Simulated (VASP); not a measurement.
# Ir (P6_3/mmc) in VASP: notebook

Aim: see how the results for Ir move with the level of theory and the settings. Levels: PBEsol, LDA. Tasks: relaxation of cell and atoms, single point.

All numbers are computed with VASP 6.6.1; they aren't measurements. Logs are shortened: lines on timing, memory, paths and dates and some standing lists are left out, and cuts for length are marked.

### Step 1. The cell of the first run

It takes space group P6_3/mmc (No. 194, hexagonal). Conventional cell: a = 2.751 Å, b = 2.751 Å, c = 4.462 Å, α = 90.00°, β = 90.00°, γ = 120.00°. Ir (site symmetry -6m2) has 12 Ir at 2.74 to 2.75 Å within 3.6 Å.

### Step 2. Relaxation of cell and atoms, PBEsol

Input file INCAR:

```
ALGO = Normal ; EDIFF = 1E-6
EDIFFG = -0.01 ; ENCUT = 600
GGA = PS ; IBRION = 2
ISIF = 3 ; ISMEAR = -1
LASPH = T ; LCHARG = F
LREAL = F ; LWAVE = F
NELM = 80 ; NSW = 60
PREC = Accurate ; SIGMA = 0.05
```

Input file KPOINTS:

```
k-points
0
Gamma
  11 11 6
```

Input file POSCAR:

```
Ir
1.0
    2.7513778946      0.0000000000      0.0000000000
   -1.3756889473      2.3827631521      0.0000000000
    0.0000000000      0.0000000000      4.4622900000
Ir
2
Direct
    0.3333333333      0.6666666667      0.2500000000
    0.6666666667      0.3333333333      0.7500000000
```

Potentials or basis: VASP PAW PBE potentials, release 64 (Ir).

Command:

```console
cat potpaw_PBE.64/Ir/POTCAR > POTCAR
mpirun -np 1 vasp_std > vasp.out
```

OUTCAR:

```text
EDIFF = 1E-6
   EDIFFG = -0.01
   ENCUT = 600
   GGA = PS
   IBRION = 2
   ISIF = 3
   ISMEAR = -1
   LASPH = T
   LREAL = F
   NELM = 80
   NSW = 60
   PREC = Accurate

 ion  position               nearest neighbor table
   1  0.333  0.667  0.250-   2 2.74   2 2.74   2 2.74   2 2.74   2 2.74   2 2.74
   2  0.667  0.333  0.750-   1 2.74   1 2.74   1 2.74   1 2.74   1 2.74   1 2.74

  LATTYP: Found a hexagonal cell.
 ALAT       =     2.7513778946
 C/A-ratio  =     1.6218382828

  Lattice vectors:

 A1 = (   2.7513778946,   0.0000000000,   0.0000000000)
 A2 = (  -1.3756889473,   2.3827631521,   0.0000000000)
 A3 = (   0.0000000000,   0.0000000000,   4.4622900000)

Analysis of symmetry for initial positions (statically):
=====================================================================
 Subroutine PRICEL returns:
 Original cell was already a primitive cell.

 Routine SETGRP: Setting up the symmetry group for a
 hexagonal supercell.

 Subroutine GETGRP returns: Found 24 space group operations
 (whereof 12 operations were pure point group operations)
 out of a pool of 24 trial point group operations.

The static configuration has the point symmetry D_3d.
 The point group associated with its full space group is D_6h.

Analysis of symmetry for dynamics (positions and initial velocities):
=====================================================================
 Subroutine PRICEL returns:
 Original cell was already a primitive cell.

 Routine SETGRP: Setting up the symmetry group for a
 hexagonal supercell.

 Subroutine GETGRP returns: Found 24 space group operations
 (whereof 12 operations were pure point group operations)
 out of a pool of 24 trial point group operations.

The dynamic configuration has the point symmetry D_3d.
 The point group associated with its full space group is D_6h.

 Subroutine INISYM returns: Found 24 space group operations
 (whereof 12 operations are pure point group operations),
 and found     1 'primitive' translations

----------------------------------------------------------------------------------------

                                     Primitive cell

  volume of cell :      29.2542

  direct lattice vectors                    reciprocal lattice vectors
     2.751377895  0.000000000  0.000000000     0.363454254  0.209840411  0.000000000
    -1.375688947  2.382763152  0.000000000     0.000000000  0.419680823  0.000000000
     0.000000000  0.000000000  4.462290000     0.000000000  0.000000000  0.224100182

  length of vectors
     2.751377895  2.751377895  4.462290000     0.419680823  0.419680823  0.224100182

  position of ions in fractional coordinates (direct lattice)
     0.333333333  0.666666667  0.250000000
     0.666666667  0.333333333  0.750000000

[... 71 lines left out ...]
   LNONCOLLINEAR =      F non collinear calculations
   LSORBIT =      F    spin-orbit coupling
   LASPH  =      T    aspherical Exc in radial PAW
   ENCUT  =  600.0 eV  44.10 Ry    6.64 a.u.   5.50  5.50  8.91*2*pi/ulx,y,z
   NELM   =     80;   NELMIN=  2; NELMDL= -5     # of ELM steps
   EDIFF  = 0.1E-05   stopping-criterion for ELM
   LREAL  =      F    real-space projection
   EDIFFG = -.1E-01   stopping-criterion for IOM
   NSW    =     60    number of steps for IOM
   IBRION =      2    ionic relax: 0-MD 1-quasi-New 2-CG
   NFREE  =      1    steps in history (QN), initial steepest desc. (CG)
   ISIF   =      3    stress and relaxation
   ISYM   =      2    0-nonsym 1-usesym 2-fastsym
   POTIM  = 0.5000    time-step for ionic-motion
   TEBEG  =    0.0;   TEEND  =   0.0 temperature during run
   PSTRESS=    0.0 pullay stress
   NELECT =      18.0000    total number of electrons
   NUPDOWN=      -1.0000    fix difference up-down
   EMIN   =  10.00;   EMAX   =-10.00  energy-range for DOS
   EFERMI =   0.00;   METHOD = LEGACY
   ISMEAR =    -1;   SIGMA  =   0.05  broadening in eV -4-tet -1-fermi 0-gaus
   EFERMI_NEDOS =   21; number of points for ismear=-14 and -15
   IALGO  =     38    algorithm
   IMIX   =      4    mixing-type and parameters
     AMIX     =   0.40;   BMIX     =  1.00
     AMIX_MAG =   1.60;   BMIX_MAG =  1.00
  volume/ion in A,a.u.               =      14.63        98.71
  Fermi-wavevector in a.u.,A,eV,Ry     =   1.392417  2.631287 26.379323  1.938826
  Thomas-Fermi vector in A             =   2.516162
   LORBIT       =      0    0 simple, 1 ext, 2 COOP (PROOUT), +10 PAW based schemes
   GGA     = PS    functional components
   LHFCALC =     F    Hartree Fock is set to
   AEXX    =    0.0000 exact exchange contribution
   IVDW    =     0    specifies the selected vdW correction
   LEPSILON=     F    determine dielectric tensor
   LRPA    =     F    only Hartree local field effects (RPA)
 conjugate gradient relaxation of ions
 non-spin polarized calculation
  energy-cutoff  :      600.00
  volume of cell :       29.25
 maximum number of plane-waves:      1002
 NGX is ok and might be reduce to    24
   NGX = 11   NGY = 11   NGZ = 17

--------------------------------------- Ionic step        1  -------------------------------------------

 number of electron      17.9999998 magnetization

 Free energy of the ion-electron system (eV)
  ---------------------------------------------------
  ext. energy  EPLUGINS =         0.00000000
  ---------------------------------------------------
  free energy    TOTEN  =       -19.43410949 eV

  energy without entropy =      -19.40861973  energy(sigma->0) =      -19.42136461

 E-fermi :   9.7707     XC(G=0): -13.9064

 val. band max:        9.7617122143   @ k =   0.3636   0.1818   0.1667
 cond. band min:       9.7760304259   @ k =   0.2727   0.0909   0.3333
 fundamental gap:      0.0143182116
 Fermi energy:         9.7706549889

 k-point     1 :       0.0000    0.0000    0.0000
  band No.  band energies     occupation
      1      -1.1574      2.00000
      2       1.9081      2.00000
      3       6.0136      2.00000
      4       6.1190      2.00000
      5       6.1190      2.00000
      6       6.7466      2.00000
      7       6.7466      2.00000
      8       7.5104      2.00000
      9       7.5104      2.00000
     10       8.9954      2.00000
     11      10.0461      0.00807
     12      10.0461      0.00807
     13      16.5253      0.00000
[... 511 lines left out ...]
--------------------------------------- Ionic step        5  -------------------------------------------

 number of electron      18.0000000 magnetization

 Free energy of the ion-electron system (eV)
  ---------------------------------------------------
  ext. energy  EPLUGINS =         0.00000000
  ---------------------------------------------------
  free energy    TOTEN  =       -19.46915195 eV

  energy without entropy =      -19.44491231  energy(sigma->0) =      -19.45703213

 E-fermi :  10.3435     XC(G=0): -14.0988

 val. band max:       10.3348924769   @ k =   0.3636   0.1818   0.1667
 cond. band min:      10.3447937429   @ k =   0.2727   0.0909   0.3333
 fundamental gap:      0.0099012660
 Fermi energy:        10.3434952980

 k-point     1 :       0.0000    0.0000    0.0000
  band No.  band energies     occupation
      1      -0.9475      2.00000
      2       2.1274      2.00000
      3       6.3915      2.00000
      4       6.4929      2.00000
      5       6.4929      2.00000
      6       7.1582      2.00000
      7       7.1582      2.00000
      8       7.9580      2.00000
      9       7.9580      2.00000
     10       9.4771      2.00000
     11      10.6315      0.00628
     12      10.6315      0.00628
     13      17.4085      0.00000
[... 397 lines left out ...]
  FREE ENERGIE OF THE ION-ELECTRON SYSTEM (eV)
  ---------------------------------------------------
  free  energy   TOTEN  =       -19.4691519472 eV

  energy  without entropy=      -19.4449123055  energy(sigma->0) =      -19.45703213

 reached required accuracy - stopping structural energy minimisation
```

OSZICAR:

```text
N       E                     dE             d eps       ncg     rms          rms(c)
DAV:   1     0.162501406423E+03    0.16250E+03   -0.93322E+03  1664   0.155E+03
DAV:   2    -0.133323158619E+02   -0.17583E+03   -0.16165E+03  1699   0.384E+02
DAV:   3    -0.205622771290E+02   -0.72300E+01   -0.67072E+01  2071   0.863E+01
[... 35 lines left out ...]
       N       E                     dE             d eps       ncg     rms          rms(c)
DAV:   1    -0.194691913522E+02   -0.42417E-04   -0.14263E-03  1704   0.576E-01    0.628E-02
DAV:   2    -0.194691550981E+02    0.36254E-04   -0.68613E-05  1819   0.116E-01    0.223E-02
DAV:   3    -0.194691515206E+02    0.35775E-05   -0.14187E-05  2071   0.498E-02    0.643E-03
DAV:   4    -0.194691519472E+02   -0.42658E-06   -0.49282E-07   847   0.783E-03
   5 F= -.19469152E+02 E0= -.19457032E+02  d E =-.350425E-01
```

Wall time 2 min (1 thread of Intel Xeon 8259CL, shared host); peak memory 0.18 GiB.

What came out:

- Free energy: -19.4692 eV
- Relaxed volume: 14.15 Å³/atom
- Relaxed cell: a = 2.722 Å, b = 2.722 Å, c = 4.412 Å, α = 90.00°, β = 90.00°, γ = 120.00°
- Space group after relaxing (to 0.05 Å): P6_3/mmc (No. 194)
- Energy gained by relaxing: 17.5 meV/atom
- Ionic steps: 5
- Pressure after relaxing: 0.1 GPa
- Band gap on the k mesh: zero (band 9 reaches 11.34 eV, above the bottom of band 10 at 8.06 eV)

Step by step:
```
step  energy change (eV)  largest force (eV/Å)  pressure (GPa)  volume (Å³)
   1              0.0000                0.0000          -11.52        29.25
   2              0.5564                0.0000           65.09        25.02
   3             -0.0349                0.0000           -0.69        28.37
   4             -0.0350                0.0000           -0.16        28.33
   5             -0.0350                0.0000            0.10        28.31
```

Final structure:
```yaml
crystal:
  lattice:
    - [2.72178, 0.00000, 0.00000]
    - [-1.36089, 2.35713, 0.00000]
    - [0.00000, 0.00000, 4.41228]
  atoms:
    - { symbol: Ir, position: [0.33333, 0.66667, 0.25000] }
    - { symbol: Ir, position: [0.66667, 0.33333, 0.75000] }
```

Levels at points of the mesh, in eV from the Fermi level:
```tsv
k point	band 5	band 6	band 7	band 8	band 9	band 10	band 11	band 12	band 13
(0.00, 0.00, 0.00)	-3.85	-3.19	-3.19	-2.39	-2.39	-0.87	0.29	0.29	7.07
(0.00, 0.00, 0.50)	-3.97	-3.97	-3.97	-3.97	-0.46	-0.46	-0.46	-0.46	13.62
```

Caveat: the PAW data sets were made with another functional, which shifts forces and pressure a little; spin-orbit coupling is left out, which moves the levels of the heavy elements.

### Step 3. Single point, LDA, non-collinear spin, zero start, spin-orbit coupling

Input file INCAR:

```
PREC = Accurate ; ENCUT = 520
EDIFF = 1E-7 ; ISMEAR = -1
SIGMA = 0.05 ; LREAL = F
LASPH = T ; NELM = 150
ALGO = Normal ; ISIF = 2
LWAVE = F ; LCHARG = F
MAGMOM = 0 0 0 0 0 0 ; LORBIT = 11
LSORBIT = T ; GGA_COMPAT = F
LORBMOM = T ; LMAXMIX = 4
NBANDS = 30
```

Input file KPOINTS:

```
Automatic mesh
0
Gamma
  8 8 5
```

POSCAR is that of step 2.

Potentials or basis: VASP PAW LDA potentials, release 64 (Ir).

Command:

```console
cat potpaw_LDA.64/Ir/POTCAR > POTCAR
mpirun -np 1 vasp_ncl > vasp.out
```

It took 90 s on 1 thread of Intel Xeon 8259CL, shared host; peak memory 0.19 GiB.

It converged, with:

| Quantity | Value |
| --- | --- |
| Free energy | -21.1624 eV |
| Pressure | -13.9 GPa |
| Net moment | 0.00 μB per cell |
| Valence electrons inside the program's atomic spheres | Ir 8.31 |

Stress tensor (GPa, compression positive):
```
-13.87   0.00   0.00
  0.00 -13.87   0.00
  0.00   0.00 -14.05
```

Moments on the atoms (μB; x, y, z):
```
Ir  0.00 0.00 0.00
Ir  0.00 0.00 0.00
```
